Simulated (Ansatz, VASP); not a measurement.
**Ti3ZnH: VASP beside Ansatz**

```
Ti Zn H
1.0
     4.12666    0.00000    0.00000
     0.00000    4.12666    0.00000
     0.00000    0.00000    4.12666
Ti Zn H
3 1 1
Cartesian
  0.0000 2.0633 2.0633
  2.0633 2.0633 0.0000
  2.0633 0.0000 2.0633
  0.0000 0.0000 0.0000
  2.0633 2.0633 2.0633
```

Alike in both runs: task single point; functional PBE; k mesh 10 × 10 × 10; occupations gaussian, width 0.1 eV; no spin polarisation.

|  | VASP | Ansatz |
| --- | --- | --- |
| version | VASP 6.6.1 | Ansatz 0.2.0 |
| potentials or method | VASP PAW PBE potentials, release 64 (Ti_sv, Zn, H), cutoff 520 eV | scalar-relativistic, plane waves, PAW |
| valence electrons in the cell | 49 | 49 |

```csv
,VASP,Ansatz,Ansatz less VASP
gap on the k mesh at the Fermi level (eV),none,none,-
pressure (GPa),-6.1,-6.2,-0.05
```

A gap of «none» marks a metal or a gap that the smearing closes. The functional is the same, so the differences come from potentials, cutoffs and numerics.
